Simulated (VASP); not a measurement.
# O (C2/m) in VASP: further runs

The runs below take O through electric field gradients, with PBE.

All numbers are computed with VASP 6.6.1; they aren't measurements. Logs are shortened: lines on timing, memory, paths and dates and some standing lists are left out, and cuts for length are marked.

**1. The cell of the first run**

It takes space group C2/m (No. 12, monoclinic). Conventional cell: a = 5.403 Å, b = 3.429 Å, c = 4.232 Å, α = 90.00°, β = 117.67°, γ = 90.00°. Within 1.5 Å of O (site symmetry m) lie 1 O at 1.15 Å.

**2. Electric field gradients, PBE**

Contents of INCAR:

```
SYSTEM = O
PREC = Accurate ; ENCUT = 520
EDIFF = 1E-8 ; ISMEAR = -1
SIGMA = 0.01 ; LREAL = .FALSE.
LASPH = .TRUE. ; NELM = 80
ALGO = Normal ; ISIF = 2
LWAVE = .FALSE. ; LCHARG = .FALSE.
GGA = PE ; LEFG = .TRUE.
NBANDS = 13
```

Contents of KPOINTS:

```
regular mesh
0
G
  15 15 11
  0 0 0
```

Contents of POSCAR:

```
O
1.0
    2.7015000000     -1.7145000000      0.0000000000
    2.7015000000      1.7145000000      0.0000000000
   -1.9649900000      0.0000000000      3.7479900000
O
2
Direct
    0.0640000000      0.0640000000      0.1530000000
    0.9360000000      0.9360000000      0.8470000000
```

Potentials or basis: VASP PAW PBE potentials, release 64 (O).

Launch:

```sh
cat potpaw_PBE.64/O/POTCAR > POTCAR
mpirun -np 1 vasp_std > vasp.out
```

OUTCAR:

```text
SYSTEM = O
   PREC = Accurate
   ENCUT = 520
   EDIFF = 1E-8
   ISMEAR = -1
   LREAL = .FALSE.
   LASPH = .TRUE.
   NELM = 80
   ISIF = 2
   GGA = PE

 ion  position               nearest neighbor table
   1  0.064  0.064  0.153-   2 1.15
   2  0.936  0.936  0.847-   1 1.15

  LATTYP: Found a base centered monoclinic cell.
 ALAT       =     5.4030000000
 B/A-ratio  =     0.6346474181
 C/A-ratio  =     0.7832421112
 COS(beta)  =    -0.4643327837

  Lattice vectors:

 A1 = (   2.7015000000,  -1.7145000000,   0.0000000000)
 A2 = (   2.7015000000,   1.7145000000,   0.0000000000)
 A3 = (  -1.9649900000,   0.0000000000,   3.7479900000)

Analysis of symmetry for initial positions (statically):
=====================================================================
 Subroutine PRICEL returns:
 Original cell was already a primitive cell.

 Routine SETGRP: Setting up the symmetry group for a
 base centered monoclinic supercell.

 Subroutine GETGRP returns: Found  4 space group operations
 (whereof  4 operations were pure point group operations)
 out of a pool of  4 trial point group operations.

The static configuration has the point symmetry C_2h.

Analysis of symmetry for dynamics (positions and initial velocities):
=====================================================================
 Subroutine PRICEL returns:
 Original cell was already a primitive cell.

 Routine SETGRP: Setting up the symmetry group for a
 base centered monoclinic supercell.

 Subroutine GETGRP returns: Found  4 space group operations
 (whereof  4 operations were pure point group operations)
 out of a pool of  4 trial point group operations.

The dynamic configuration has the point symmetry C_2h.

 Subroutine INISYM returns: Found  4 space group operations
 (whereof  4 operations are pure point group operations),
 and found     1 'primitive' translations

----------------------------------------------------------------------------------------

                                     Primitive cell

  volume of cell :      34.7193

  direct lattice vectors                    reciprocal lattice vectors
     2.701500000 -1.714500000  0.000000000     0.185082362 -0.291630213  0.097034675
[... 136 lines left out ...]
 cond. band min:      -1.3297393495   @ k =  -0.1333   0.1333   0.2727
 fundamental gap:      0.0006433044
 Fermi energy:        -1.3297948015

 k-point     1 :       0.0000    0.0000    0.0000
  band No.  band energies     occupation
      1     -30.1677      2.00000
      2     -15.2142      2.00000
      3      -9.9266      2.00000
      4      -9.0198      2.00000
      5      -8.9485      2.00000
      6      -1.1314      0.00000
      7      -1.0064      0.00000
      8       4.7272      0.00000
      9      11.0516      0.00000
     10      11.0581      0.00000
     11      14.0668      0.00000
     12      15.7908      0.00000
     13      17.2372      0.00000
[... 354 lines left out ...]
  band No.  band energies     occupation
      1     -30.1377      2.00000
      2     -15.2431      2.00000
      3      -9.7890      2.00000
      4      -9.1413      2.00000
      5      -9.0605      2.00000
      6      -1.2731      0.00689
      7      -1.1254      0.00000
      8       5.3191      0.00000
      9      10.3047      0.00000
     10      11.3249      0.00000
     11      14.0254      0.00000
     12      16.1061      0.00000
     13      16.1344      0.00000

 [... further k-points ...]

------------------------ aborting loop because EDIFF is reached ----------------------------------------

  FORCE on cell =-STRESS in cart. coord.  units (eV):
  Direction    XX          YY          ZZ          XY          YZ          ZX
  --------------------------------------------------------------------------------------
  -------------------------------------------------------------------------------------
  Total       -1.1189529     -0.8091147      9.0979546      0.0000000      0.0000000      0.4718631
  in kB      -51.6358730    -37.3378907    419.8396643      0.0000000      0.0000000     21.7748766
  external PRESSURE =     110.2886335 kB  Pullay stress =       0.0000000 kB

 VOLUME and BASIS-vectors are now :
 -----------------------------------------------------------------------------
  energy-cutoff  :      520.00
  volume of cell :       34.72
      direct lattice vectors                 reciprocal lattice vectors
     2.701500000 -1.714500000  0.000000000     0.185082362 -0.291630213  0.097034675
     2.701500000  1.714500000  0.000000000     0.185082362  0.291630213  0.097034675
    -1.964990000  0.000000000  3.747990000     0.000000000  0.000000000  0.266809677

 POSITION                                       TOTAL-FORCE (eV/Angst)
 -----------------------------------------------------------------------------------
      0.04515      0.00000      0.57344         0.408358      0.000000      7.988979
      3.39286      0.00000      3.17455        -0.408358      0.000000     -7.988979
 -----------------------------------------------------------------------------------
    total drift:                               -0.000000     -0.000000      0.000000

  FREE ENERGIE OF THE ION-ELECTRON SYSTEM (eV)
  ---------------------------------------------------
  free  energy   TOTEN  =        -8.8824930063 eV

  energy  without entropy=       -8.8812062245  energy(sigma->0) =       -8.88184962

 Electric field gradients (V/A^2)
---------------------------------------------------------------------
 ion       V_xx      V_yy      V_zz      V_xy      V_xz      V_yz
---------------------------------------------------------------------
   1     -51.554   -61.682   113.236     0.000    13.067     0.000
   2     -51.554   -61.682   113.236    -0.000    13.067     0.000
---------------------------------------------------------------------

 Electric field gradients after diagonalization (V/A^2)
 (convention: |V_zz| > |V_xx| > |V_yy|)
----------------------------------------------------------------------
 ion       V_xx      V_yy      V_zz     asymmetry (V_yy - V_xx)/ V_zz
----------------------------------------------------------------------
   1     -61.682   -52.584   114.266       0.080
   2     -61.682   -52.584   114.266       0.080
----------------------------------------------------------------------

           NMR quadrupolar parameters

 Cq : quadrupolar parameter    Cq=e*Q*V_zz/h
 eta: asymmetry parameters     (V_yy - V_xx)/ V_zz
 Q  : nuclear electric quadrupole moment in mb (millibarn)
----------------------------------------------------------------------
 ion       Cq(MHz)       eta       Q (mb)
----------------------------------------------------------------------
   1       0.276       0.080       1.000
   2       0.276       0.080       1.000
----------------------------------------------------------------------
```

OSZICAR:

```text
N       E                     dE             d eps       ncg     rms          rms(c)
DAV:   1     0.430683616592E+02    0.43068E+02   -0.58932E+03 17432   0.808E+02
DAV:   2    -0.737020827182E+01   -0.50439E+02   -0.48763E+02 22950   0.178E+02
DAV:   3    -0.922503203908E+01   -0.18548E+01   -0.18095E+01 20419   0.320E+01
DAV:   4    -0.923307798384E+01   -0.80459E-02   -0.80421E-02 19469   0.249E+00
DAV:   5    -0.923311734614E+01   -0.39362E-04   -0.39362E-04 20267   0.169E-01    0.474E+00
DAV:   6    -0.894245261315E+01    0.29066E+00   -0.26022E-01 21079   0.461E+00    0.244E+00
DAV:   7    -0.888037046199E+01    0.62082E-01   -0.21299E-01 21504   0.412E+00    0.533E-01
DAV:   8    -0.888238250915E+01   -0.20120E-02   -0.15115E-02 18114   0.107E+00    0.136E-01
DAV:   9    -0.888247909487E+01   -0.96586E-04   -0.43324E-04 21214   0.165E-01    0.470E-02
DAV:  10    -0.888248832475E+01   -0.92299E-05   -0.61194E-05 17814   0.765E-02    0.953E-03
DAV:  11    -0.888249249372E+01   -0.41690E-05   -0.11914E-05 18954   0.293E-02    0.220E-03
DAV:  12    -0.888249290670E+01   -0.41298E-06   -0.23881E-07 19454   0.508E-03    0.927E-04
DAV:  13    -0.888249300116E+01   -0.94459E-07   -0.56390E-08 18184   0.212E-03    0.257E-04
DAV:  14    -0.888249300628E+01   -0.51223E-08   -0.36728E-09 19686   0.564E-04
   1 F= -.88824930E+01 E0= -.88818496E+01  d E =-.128678E-02
```

Wall time 4.3 min (1 thread of Intel Xeon 8259CL, shared host); peak memory 0.32 GiB.

Results:

```yaml
Free_energy: -8.8825 eV
Pressure: 11.0 GPa
Largest_force: 7.999 eV/Å
Band_gap_on_the_k_mesh: zero (bands 6 and 7 overlap by 0.61 eV)
Largest_electric_field_gradient_by_atom: O +114.3 V/Å²
```

Forces on the atoms (eV/Å):
```
O    0.408  0.000  7.989
O   -0.408  0.000 -7.989
```

Stress tensor (GPa, compression positive):
```
-5.16  0.00  2.18
 0.00 -3.73  0.00
 2.18  0.00 41.98
```

Electric field gradients, principal values (V/Å²):
```tsv
atom	least	middle	greatest (by size)
1 O	-52.584	-61.682	114.266
2 O	-52.584	-61.682	114.266
```

Caveat: the standard files for N, O and F lose accuracy on very short bonds; spin is off for a triplet molecule; the stress differs along the axes, from -5 to 42 GPa; this functional lacks dispersion, which holds the molecules together, so the pressure and a relaxed volume are unreliable; without QUAD_EFG the Cq values of the log hold for a quadrupole moment of 1 mb, not for the nuclei; forces of over 1 eV/Å act on the atoms, so gaps and moduli don't describe the material at rest.

**3. Electric field gradients, PBE**

Contents of INCAR:

```
ALGO = Normal
EDIFF = 1E-8
ENCUT = 520
GGA = PE
ISIF = 2
ISMEAR = -1
LASPH = T
LCHARG = F
LEFG = T
LREAL = F
LWAVE = F
NBANDS = 13
NELM = 60
PREC = Accurate
SIGMA = 0.01
```

Contents of KPOINTS:

```
k-points
0
Gamma
  3 3 2
```

POSCAR is that of step 2.

Potentials or basis: VASP PAW PBE potentials, release 64 (O).

Launch:

```sh
cat potpaw_PBE.64/O/POTCAR > POTCAR
mpirun -np 1 vasp_std > vasp.out
```

OUTCAR:

```text
EDIFF = 1E-8
   ENCUT = 520
   GGA = PE
   ISIF = 2
   ISMEAR = -1
   LASPH = T
   LREAL = F
   NELM = 60
   PREC = Accurate

 ion  position               nearest neighbor table
   1  0.064  0.064  0.153-   2 1.15
   2  0.936  0.936  0.847-   1 1.15

  LATTYP: Found a base centered monoclinic cell.
 ALAT       =     5.4030000000
 B/A-ratio  =     0.6346474181
 C/A-ratio  =     0.7832421112
 COS(beta)  =    -0.4643327837

  Lattice vectors:

 A1 = (   2.7015000000,  -1.7145000000,   0.0000000000)
 A2 = (   2.7015000000,   1.7145000000,   0.0000000000)
 A3 = (  -1.9649900000,   0.0000000000,   3.7479900000)

Analysis of symmetry for initial positions (statically):
=====================================================================
 Subroutine PRICEL returns:
 Original cell was already a primitive cell.

 Routine SETGRP: Setting up the symmetry group for a
 base centered monoclinic supercell.

 Subroutine GETGRP returns: Found  4 space group operations
 (whereof  4 operations were pure point group operations)
 out of a pool of  4 trial point group operations.

The static configuration has the point symmetry C_2h.

Analysis of symmetry for dynamics (positions and initial velocities):
=====================================================================
 Subroutine PRICEL returns:
 Original cell was already a primitive cell.

 Routine SETGRP: Setting up the symmetry group for a
 base centered monoclinic supercell.

 Subroutine GETGRP returns: Found  4 space group operations
 (whereof  4 operations were pure point group operations)
 out of a pool of  4 trial point group operations.

The dynamic configuration has the point symmetry C_2h.

 Subroutine INISYM returns: Found  4 space group operations
 (whereof  4 operations are pure point group operations),
 and found     1 'primitive' translations

----------------------------------------------------------------------------------------

                                     Primitive cell

  volume of cell :      34.7193

  direct lattice vectors                    reciprocal lattice vectors
     2.701500000 -1.714500000  0.000000000     0.185082362 -0.291630213  0.097034675
     2.701500000  1.714500000  0.000000000     0.185082362  0.291630213  0.097034675
    -1.964990000  0.000000000  3.747990000     0.000000000  0.000000000  0.266809677

  length of vectors
     3.199626931  3.199626931  4.231857127     0.358774845  0.358774845  0.266809677

  position of ions in fractional coordinates (direct lattice)
     0.064000000  0.064000000  0.153000000
     0.936000000  0.936000000  0.847000000

  ion indices of the primitive-cell ions
   primitive index   ion index
                 1           1
                 2           2

----------------------------------------------------------------------------------------

 KPOINTS: k-points

[... 65 lines left out ...]
   ISMEAR =    -1;   SIGMA  =   0.01  broadening in eV -4-tet -1-fermi 0-gaus
   EFERMI_NEDOS =   21; number of points for ismear=-14 and -15
   IALGO  =     38    algorithm
   IMIX   =      4    mixing-type and parameters
     AMIX     =   0.40;   BMIX     =  1.00
     AMIX_MAG =   1.60;   BMIX_MAG =  1.00
  volume/ion in A,a.u.               =      17.36       117.15
  Fermi-wavevector in a.u.,A,eV,Ry     =   1.148890  2.171086 17.958972  1.319947
  Thomas-Fermi vector in A             =   2.285562
   LORBIT       =      0    0 simple, 1 ext, 2 COOP (PROOUT), +10 PAW based schemes
   GGA     = PE    functional components
   LHFCALC =     F    Hartree Fock is set to
   AEXX    =    0.0000 exact exchange contribution
   IVDW    =     0    specifies the selected vdW correction
   LEPSILON=     F    determine dielectric tensor
   LRPA    =     F    only Hartree local field effects (RPA)
 non-spin polarized calculation
  energy-cutoff  :      520.00
  volume of cell :       34.72
 maximum number of plane-waves:       950
   NGX = 11   NGY = 11   NGZ = 15

 number of electron      12.0000004 magnetization

 Free energy of the ion-electron system (eV)
  ---------------------------------------------------
  ext. energy  EPLUGINS =         0.00000000
  ---------------------------------------------------
  free energy    TOTEN  =        -8.90761599 eV

  energy without entropy =       -8.90579712  energy(sigma->0) =       -8.90670655

 E-fermi :  -1.4272     XC(G=0):  -7.3879

 val. band max:       -1.4453513166   @ k =  -0.3333   0.3333   0.0000
 cond. band min:      -1.4090738260   @ k =  -0.3333   0.3333   0.5000
 fundamental gap:      0.0362774906
 Fermi energy:        -1.4271737018

 k-point     1 :       0.0000    0.0000    0.0000
  band No.  band energies     occupation
      1     -30.1856      2.00000
      2     -15.2281      2.00000
      3      -9.9392      2.00000
      4      -9.0368      2.00000
      5      -8.9624      2.00000
      6      -1.1479      0.00000
      7      -1.0204      0.00000
      8       4.7177      0.00000
      9      11.0358      0.00000
     10      11.0538      0.00000
     11      14.0523      0.00000
     12      15.7901      0.00000
     13      17.2302      0.00000
[... 98 lines left out ...]
  band No.  band energies     occupation
      1     -30.0835      2.00000
      2     -15.1959      2.00000
      3      -9.7291      2.00000
      4      -9.6042      2.00000
      5      -9.2090      2.00000
      6      -1.6987      2.00000
      7      -1.4091      0.28128
      8       8.7936      0.00000
      9       9.4622      0.00000
     10       9.5507      0.00000
     11      13.2599      0.00000
     12      14.7468      0.00000
     13      16.1045      0.00000

------------------------ aborting loop because EDIFF is reached ----------------------------------------

  FORCE on cell =-STRESS in cart. coord.  units (eV):
  Direction    XX          YY          ZZ          XY          YZ          ZX
  --------------------------------------------------------------------------------------
  -------------------------------------------------------------------------------------
  Total       -1.0860043     -1.0268122      9.1144545      0.0000000      0.0000000      0.4877982
  in kB      -50.1154042    -47.3838898    420.6010806      0.0000000      0.0000000     22.5102264
  external PRESSURE =     107.7005956 kB  Pullay stress =       0.0000000 kB

 VOLUME and BASIS-vectors are now :
 -----------------------------------------------------------------------------
  energy-cutoff  :      520.00
  volume of cell :       34.72
      direct lattice vectors                 reciprocal lattice vectors
     2.701500000 -1.714500000  0.000000000     0.185082362 -0.291630213  0.097034675
     2.701500000  1.714500000  0.000000000     0.185082362  0.291630213  0.097034675
    -1.964990000  0.000000000  3.747990000     0.000000000  0.000000000  0.266809677

 POSITION                                       TOTAL-FORCE (eV/Angst)
 -----------------------------------------------------------------------------------
      0.04515      0.00000      0.57344         0.474334      0.000000      7.929406
      3.39286      0.00000      3.17455        -0.474334      0.000000     -7.929406
 -----------------------------------------------------------------------------------
    total drift:                               -0.000000     -0.000000      0.000000

  FREE ENERGIE OF THE ION-ELECTRON SYSTEM (eV)
  ---------------------------------------------------
  free  energy   TOTEN  =        -8.9076159869 eV

  energy  without entropy=       -8.9057971154  energy(sigma->0) =       -8.90670655

 Electric field gradients (V/A^2)
---------------------------------------------------------------------
 ion       V_xx      V_yy      V_zz      V_xy      V_xz      V_yz
---------------------------------------------------------------------
   1     -52.784   -59.949   112.732     0.000    11.733    -0.000
   2     -52.784   -59.949   112.732    -0.000    11.733    -0.000
---------------------------------------------------------------------

 Electric field gradients after diagonalization (V/A^2)
 (convention: |V_zz| > |V_xx| > |V_yy|)
----------------------------------------------------------------------
 ion       V_xx      V_yy      V_zz     asymmetry (V_yy - V_xx)/ V_zz
----------------------------------------------------------------------
   1     -59.949   -53.611   113.560       0.056
   2     -59.949   -53.611   113.560       0.056
----------------------------------------------------------------------

           NMR quadrupolar parameters

 Cq : quadrupolar parameter    Cq=e*Q*V_zz/h
 eta: asymmetry parameters     (V_yy - V_xx)/ V_zz
 Q  : nuclear electric quadrupole moment in mb (millibarn)
----------------------------------------------------------------------
 ion       Cq(MHz)       eta       Q (mb)
----------------------------------------------------------------------
   1       0.275       0.056       1.000
   2       0.275       0.056       1.000
----------------------------------------------------------------------
```

Run time: 3.3 s. Hardware: 1 thread of Oxide Virtual Turin-like, shared host; peak memory 0.1 GiB.

What came out:

```yaml
Free_energy: -8.9076 eV
Pressure: 10.8 GPa
Largest_force: 7.944 eV/Å
Band_gap_on_the_k_mesh: zero (bands 6 and 7 overlap by 0.50 eV)
Largest_electric_field_gradient_by_atom: O +113.6 V/Å²
```

Forces on the atoms (eV/Å):
```
O    0.474  0.000  7.929
O   -0.474  0.000 -7.929
```

Stress tensor (GPa, compression positive):
```
-5.01  0.00  2.25
 0.00 -4.74  0.00
 2.25  0.00 42.06
```

Electric field gradients, principal values (V/Å²):
```csv
atom,least,middle,greatest (by size)
1 O,-53.611,-59.949,113.560
2 O,-53.611,-59.949,113.560
```

Caveat: the k points lie up to 0.84 Å⁻¹ apart, too coarse for converged energies, forces and pressures; the standard files for N, O and F lose accuracy on very short bonds; spin is off for a triplet molecule; this functional lacks dispersion, which holds the molecules together, so the pressure and a relaxed volume are unreliable; without QUAD_EFG the Cq values of the log hold for a quadrupole moment of 1 mb, not for the nuclei; forces of over 1 eV/Å act on the atoms, so gaps and moduli don't describe the material at rest.

(Part 1 of 3 ends here.)

The gap in the log of VASP goes by the Fermi energy; the results here count the filled bands.